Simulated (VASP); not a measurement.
Set up this calculation in VASP 6.6.1, as the native input.

```yaml
Task: single point
Functional: RPBE
Potentials_or_basis: VASP PAW PBE potentials, release 64 (Rh_pv)
Cutoff: 520 eV
k_mesh: 16 × 16 × 16
Occupations: fermi-dirac, width 0.1 eV
Spin: no spin polarisation
Dipole_correction: no
Further_INCAR_settings: ALGO = Normal; EDIFF = 1e-07; NBANDS = 14
```

The structure of Rh lies in POSCAR:

```
Rh
1.0
   -1.5864975623      1.5864975623      1.5864975623
    1.5864975623     -1.5864975623      1.5864975623
    1.5864975623      1.5864975623     -1.5864975623
Rh
1
Direct
    0.0000000000      0.0000000000      0.0000000000
```

This cell differs from its parent crystal: volume scaled by 1.08.

One way to write it, as run:

INCAR

```
ALGO = Normal ; EDIFF = 1E-7
ENCUT = 520 ; GGA = RP
ISIF = 2 ; ISMEAR = -1
LASPH = T ; LCHARG = T
LELF = T ; LREAL = F
LVHAR = T ; LWAVE = F
NBANDS = 14 ; NELM = 100
PREC = Accurate ; SIGMA = 0.1
```

KPOINTS

```
k-points
0
Gamma
  16 16 16
```

Potentials or basis: VASP PAW PBE potentials, release 64 (Rh_pv).

The run is started by

```console
$ cat potpaw_PBE.64/Rh_pv/POTCAR > POTCAR
$ mpirun -np 1 vasp_std > vasp.out
```

It gave:

```yaml
Pressure: -13.3 GPa
```

Caveat: the PAW data sets were made with another functional, which shifts forces and pressure a little.

Wall time 22 s on 1 thread of Intel(R) Xeon(R) Platinum 8488C (Sapphire Rapids), with other jobs on the host, peak memory 0.15 GiB.
